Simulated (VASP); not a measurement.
# CdTe (F-43m) in VASP: single point with PBEsol

Aim: the single point of CdTe with PBEsol.

Program: VASP 6.6.1. These are calculated values, not measurements. Logs are shortened: lines on timing, memory, paths and dates and some standing lists are left out, and cuts for length are marked.

## Step 1: The cell of the first run

It takes space group F-43m (No. 216, cubic). The conventional cell has a = 6.491 Å, b = 6.491 Å, c = 6.491 Å, α = 90.00°, β = 90.00°, γ = 90.00°. Within 3.7 Å of Cd (site symmetry -43m) lie 4 Te at 2.81 Å. Te (site symmetry -43m) has 4 Cd at 2.81 Å within 3.7 Å.

## Step 2: Single point, PBEsol

Input file INCAR:

```
SYSTEM = CdTe
ALGO     = Normal         ! electronic algorithm
EDIFF    = 1E-7           ! SCF threshold, eV
ENCUT    = 520            ! plane-wave cutoff, eV
GGA      = PS             ! functional
ISIF     = 2              ! what is computed and relaxed
ISMEAR   = 0              ! smearing method
LASPH    = .True.         ! aspherical terms in the spheres
LCHARG   = .False.        ! write CHGCAR
LREAL    = Auto         
LWAVE    = .False.        ! write WAVECAR
NBANDS   = 166            ! bands
NELM     = 100            ! most SCF steps
PREC     = Accurate       ! precision mode
SIGMA    = 0.02           ! smearing width, eV
```

Input file KPOINTS:

```
Automatic mesh
0
Gamma
  2 2 2
  0.5 0.5 0.5
```

Input file POSCAR:

```
CdTe
1.0
   -6.4910890995      6.4910890995     -6.4910890995
    6.4910890995     -6.4910890995     -6.4910890995
   -6.4910890995     -6.4910890995      6.4910890995
Cd Te
16 16
Direct
    0.0000000000      0.2500000000      0.7500000000
    0.7500000000      0.2500000000      1.0000000000
    0.5000000000      0.2500000000      0.2500000000
    0.2500000000      0.0000000000      0.7500000000
    0.2500000000      0.2500000000      0.5000000000
    1.0000000000      1.0000000000      1.0000000000
    0.7500000000      0.0000000000      0.2500000000
    0.5000000000      0.7500000000      0.7500000000
    0.5000000000      0.0000000000      0.5000000000
    0.2500000000      0.7500000000      1.0000000000
    0.0000000000      0.7500000000      0.2500000000
    0.7500000000      0.5000000000      0.7500000000
    0.7500000000      0.7500000000      0.5000000000
    0.5000000000      0.5000000000      1.0000000000
    0.2500000000      0.5000000000      0.2500000000
    0.0000000000      0.5000000000      0.5000000000
    0.0000000000      0.5000000000      0.7500000000
    0.7500000000      0.5000000000      0.0000000000
    0.5000000000      0.5000000000      0.2500000000
    0.2500000000      0.2500000000      0.7500000000
    0.2500000000      0.5000000000      0.5000000000
    0.0000000000      0.2500000000      0.0000000000
    0.7500000000      0.2500000000      0.2500000000
    0.5000000000      0.0000000000      0.7500000000
    0.5000000000      0.2500000000      0.5000000000
    0.2500000000      0.0000000000      0.0000000000
    0.0000000000      0.0000000000      0.2500000000
    0.7500000000      0.7500000000      0.7500000000
    0.7500000000      0.0000000000      0.5000000000
    0.5000000000      0.7500000000      0.0000000000
    0.2500000000      0.7500000000      0.2500000000
    0.0000000000      0.7500000000      0.5000000000
```

Potentials or basis: VASP PAW PBE potentials, release 64 (Cd, Te).

Command:

```
cat potpaw_PBE.64/Cd/POTCAR potpaw_PBE.64/Te/POTCAR > POTCAR
mpirun -np 1 vasp_std > vasp.out
```

OUTCAR:

```text
SYSTEM = CdTe
   EDIFF = 1E-7
   ENCUT = 520
   GGA = PS
   ISIF = 2
   ISMEAR = 0
   LASPH = .True.
   LREAL = Auto
   NELM = 100
   PREC = Accurate

 ion  position               nearest neighbor table
   1  0.000  0.250  0.750-  17 2.81  20 2.81  22 2.81  29 2.81
   2  0.750  0.250  0.000-  18 2.81  22 2.81  23 2.81  24 2.81
   3  0.500  0.250  0.250-  19 2.81  23 2.81  25 2.81  26 2.81
   4  0.250  0.000  0.750-  20 2.81  24 2.81  26 2.81  32 2.81
   5  0.250  0.250  0.500-  20 2.81  21 2.81  25 2.81  27 2.81
   6  0.000  0.000  0.000-  22 2.81  26 2.81  27 2.81  28 2.81
[... 24 lines left out ...]
  31  0.250  0.750  0.250-   9 2.81  10 2.81  11 2.81  15 2.81
  32  0.000  0.750  0.500-   4 2.81  11 2.81  13 2.81  16 2.81

  LATTYP: Found a body centered cubic cell.
 ALAT       =    12.9821781990

  Lattice vectors:

 A1 = (  -6.4910890995,   6.4910890995,  -6.4910890995)
 A2 = (   6.4910890995,  -6.4910890995,  -6.4910890995)
 A3 = (  -6.4910890995,  -6.4910890995,   6.4910890995)

Analysis of symmetry for initial positions (statically):
=====================================================================
 Subroutine PRICEL returns following result:

  LATTYP: Found a face centered cubic cell.
 ALAT       =     6.4910890995

  Lattice vectors:

 A1 = (   3.2455445497,  -3.2455445497,   0.0000000000)
 A2 = (   3.2455445497,   0.0000000000,   3.2455445497)
 A3 = (  -0.0000000000,  -3.2455445497,   3.2455445497)

  16 primitive cells build up your supercell.

 Routine SETGRP: Setting up the symmetry group for a
 body centered cubic supercell.

 Subroutine GETGRP returns: Found 24 space group operations
 (whereof 24 operations were pure point group operations)
 out of a pool of 48 trial point group operations.

The static configuration has the point symmetry T_d .

Analysis of symmetry for dynamics (positions and initial velocities):
=====================================================================
 Subroutine PRICEL returns following result:

  LATTYP: Found a face centered cubic cell.
 ALAT       =     6.4910890995

  Lattice vectors:

 A1 = (   3.2455445497,  -3.2455445497,   0.0000000000)
 A2 = (   3.2455445497,   0.0000000000,   3.2455445497)
 A3 = (  -0.0000000000,  -3.2455445497,   3.2455445497)

  16 primitive cells build up your supercell.

 Routine SETGRP: Setting up the symmetry group for a
 body centered cubic supercell.

 Subroutine GETGRP returns: Found 24 space group operations
 (whereof 24 operations were pure point group operations)
 out of a pool of 48 trial point group operations.

The dynamic configuration has the point symmetry T_d .

 Subroutine INISYM returns: Found 24 space group operations
 (whereof 24 operations are pure point group operations),
 and found    16 'primitive' translations

----------------------------------------------------------------------------------------

                                     Primitive cell

  volume of cell :      68.3743

  direct lattice vectors                    reciprocal lattice vectors
     3.245544550 -3.245544550  0.000000000     0.154057352 -0.154057352 -0.154057352
     3.245544550  0.000000000  3.245544550     0.154057352  0.154057352  0.154057352
    -0.000000000 -3.245544550  3.245544550    -0.154057352 -0.154057352  0.154057352

  length of vectors
     4.589893120  4.589893120  4.589893120     0.266835161  0.266835161  0.266835161

  position of ions in fractional coordinates (direct lattice)
     0.000000000  0.000000000  0.000000000
     0.750000000  0.750000000  0.750000000

  ion indices of the primitive-cell ions
   primitive index   ion index
                 1           1
                 2          17

----------------------------------------------------------------------------------------

 KPOINTS: Automatic mesh

Automatic generation of k-mesh.
 Grid dimensions read from file:
 generate k-points for:    2    2    2

 Generating k-lattice:

  Cartesian coordinates                     Fractional coordinates (reciprocal lattice)
    -0.038514338  0.000000000 -0.038514338     0.500000000  0.000000000  0.000000000
     0.000000000 -0.038514338 -0.038514338     0.000000000  0.500000000  0.000000000
    -0.038514338 -0.038514338  0.000000000     0.000000000  0.000000000  0.500000000

  Length of vectors
     0.054467499  0.054467499  0.054467499

  Shift w.r.t. Gamma in fractional coordinates (k-lattice)
     0.500000000  0.500000000  0.500000000

 Subroutine IBZKPT returns following result:
 ===========================================

 Found      2 irreducible k-points:

 Following reciprocal coordinates:
            Coordinates               Weight
  0.250000  0.250000  0.250000      2.000000
 -0.250000  0.250000  0.250000      6.000000
   k-points           NKPTS =      2   k-points in BZ     NKDIM =      2   number of bands    NBANDS=    166
   number of dos      NEDOS =    301   number of ions     NIONS =     32
   total plane-waves  NPLWV = 592704
   dimension x,y,z NGX =    84 NGY =   84 NGZ =   84
   dimension x,y,z NGXF=   168 NGYF=  168 NGZF=  168
   ions per type =              16  16
   NGX,Y,Z   is equivalent  to a cutoff of  12.42, 12.42, 12.42 a.u.
   NGXF,Y,Z  is equivalent  to a cutoff of  24.84, 24.84, 24.84 a.u.
 SYSTEM =  CdTe
   PREC   = accura    normal or accurate (medium, high low for compatibility)
   ISTART =      0    job   : 0-new  1-cont  2-samecut
   ICHARG =      2    charge: 1-file 2-atom 10-const
   ISPIN  =      1    spin polarized calculation?
   LNONCOLLINEAR =      F non collinear calculations
   LSORBIT =      F    spin-orbit coupling
   LASPH  =      T    aspherical Exc in radial PAW
   ENCUT  =  520.0 eV  38.22 Ry    6.18 a.u.  20.90 20.90 20.90*2*pi/ulx,y,z
   NELM   =    100;   NELMIN=  2; NELMDL= -5     # of ELM steps
   EDIFF  = 0.1E-06   stopping-criterion for ELM
   LREAL  =      T    real-space projection
   EDIFFG = 0.1E-05   stopping-criterion for IOM
   NSW    =      0    number of steps for IOM
   IBRION =     -1    ionic relax: 0-MD 1-quasi-New 2-CG
   NFREE  =      0    steps in history (QN), initial steepest desc. (CG)
   ISIF   =      2    stress and relaxation
   ISYM   =      2    0-nonsym 1-usesym 2-fastsym
   POTIM  = 0.5000    time-step for ionic-motion
   TEBEG  =    0.0;   TEEND  =   0.0 temperature during run
   PSTRESS=    0.0 pullay stress
   NELECT =     288.0000    total number of electrons
   NUPDOWN=      -1.0000    fix difference up-down
   EMIN   =  10.00;   EMAX   =-10.00  energy-range for DOS
   EFERMI =   0.00;   METHOD = LEGACY
   ISMEAR =     0;   SIGMA  =   0.02  broadening in eV -4-tet -1-fermi 0-gaus
   EFERMI_NEDOS =   21; number of points for ismear=-14 and -15
   IALGO  =     38    algorithm
   IMIX   =      4    mixing-type and parameters
     AMIX     =   0.40;   BMIX     =  1.00
     AMIX_MAG =   1.60;   BMIX_MAG =  1.00
  volume/ion in A,a.u.               =      34.19       230.71
  Fermi-wavevector in a.u.,A,eV,Ry     =   1.049224  1.982745 14.978251  1.100870
  Thomas-Fermi vector in A             =   2.184178
   LORBIT       =      0    0 simple, 1 ext, 2 COOP (PROOUT), +10 PAW based schemes
   GGA     = PS    functional components
   LHFCALC =     F    Hartree Fock is set to
   AEXX    =    0.0000 exact exchange contribution
   IVDW    =     0    specifies the selected vdW correction
   LEPSILON=     F    determine dielectric tensor
   LRPA    =     F    only Hartree local field effects (RPA)
 non-spin polarized calculation
 Gauss-broadening in eV      SIGMA  =   0.02
  energy-cutoff  :      520.00
  volume of cell :     1093.99
 maximum number of plane-waves:     29472
   NGX = 41   NGY = 41   NGZ = 41

 number of electron     287.9999920 magnetization

 Free energy of the ion-electron system (eV)
  ---------------------------------------------------
  ext. energy  EPLUGINS =         0.00000000
  ---------------------------------------------------
  free energy    TOTEN  =       -87.88448486 eV

  energy without entropy =      -87.88448486  energy(sigma->0) =      -87.88448486

 E-fermi :   1.9154     XC(G=0):  -8.7607

 val. band max:        1.7911600007   @ k =  -0.2500   0.2500   0.2500
 cond. band min:       4.0700616706   @ k =   0.2500   0.2500   0.2500
 fundamental gap:      2.2789016698
 Fermi energy:         1.9153577005

 k-point     1 :       0.2500    0.2500    0.2500
  band No.  band energies     occupation
      1      -8.8161      2.00000
      2      -8.8161      2.00000
      3      -8.8161      2.00000
      4      -8.8161      2.00000
      5      -8.5553      2.00000
      6      -8.5553      2.00000
[... 148 lines left out ...]
    155       5.0584      0.00000
    156       5.0584      0.00000

 k-point     2 :      -0.2500    0.2500    0.2500
  band No.  band energies     occupation
      1      -8.9395      2.00000
      2      -8.7113      2.00000
      3      -8.7113      2.00000
      4      -8.7113      2.00000
      5      -8.7113      2.00000
      6      -8.6173      2.00000
[... 148 lines left out ...]
    155       5.2239      0.00000
    156       5.3784      0.00000
 [bands above 156 left out]

------------------------ aborting loop because EDIFF is reached ----------------------------------------

  FORCE on cell =-STRESS in cart. coord.  units (eV):
  Direction    XX          YY          ZZ          XY          YZ          ZX
  --------------------------------------------------------------------------------------
  -------------------------------------------------------------------------------------
  Total        0.7574854      0.7574854      0.7574854     -0.0000000      0.0000000      0.0000000
  in kB        1.1093591      1.1093591      1.1093591     -0.0000000      0.0000000      0.0000000
  external PRESSURE =       1.1093591 kB  Pullay stress =       0.0000000 kB

 VOLUME and BASIS-vectors are now :
 -----------------------------------------------------------------------------
  energy-cutoff  :      520.00
  volume of cell :     1093.99
      direct lattice vectors                 reciprocal lattice vectors
    -6.491089099  6.491089099 -6.491089099    -0.077028676  0.000000000 -0.077028676
     6.491089099 -6.491089099 -6.491089099     0.000000000 -0.077028676 -0.077028676
    -6.491089099 -6.491089099  6.491089099    -0.077028676 -0.077028676  0.000000000

 POSITION                                       TOTAL-FORCE (eV/Angst)
 -----------------------------------------------------------------------------------
     -3.24554     -6.49109      3.24554        -0.000000     -0.000000      0.000000
     -3.24554      3.24554     -6.49109         0.000000      0.000000      0.000000
     -3.24554      0.00000     -3.24554        -0.000000     -0.000000      0.000000
     -6.49109     -3.24554      3.24554        -0.000000      0.000000     -0.000000
     -3.24554     -3.24554      0.00000        -0.000000     -0.000000      0.000000
      0.00000      0.00000      0.00000        -0.000000      0.000000      0.000000
[... 24 lines left out ...]
      1.62277     -4.86832     -4.86832         0.000000     -0.000000     -0.000000
      1.62277     -8.11386     -1.62277         0.000000      0.000000     -0.000000
 -----------------------------------------------------------------------------------
    total drift:                               -0.000035     -0.000035     -0.000035

  FREE ENERGIE OF THE ION-ELECTRON SYSTEM (eV)
  ---------------------------------------------------
  free  energy   TOTEN  =       -87.8844848638 eV

  energy  without entropy=      -87.8844848638  energy(sigma->0) =      -87.88448486
```

It took 24 min on 1 thread of Oxide Virtual Turin-like, shared host; peak memory 1.1 GiB.

Results:

| Property | Result |
| --- | --- |
| Free energy | -87.8845 eV |
| Pressure | 0.1 GPa |
| Band gap on the k mesh | 2.28 eV |

Levels at points of the mesh, in eV from the valence-band top:
```
           k point  band 142  band 143  band 144  band 145  band 146  band 147
(0.25, 0.25, 0.25)     -0.05     -0.05     -0.05      2.28      2.28      2.28
```

Caveat: the PAW data sets were made with another functional, which shifts forces and pressure a little; spin-orbit coupling is left out, which moves the levels of the heavy elements; a shifted mesh leaves out Γ, where band edges can lie.
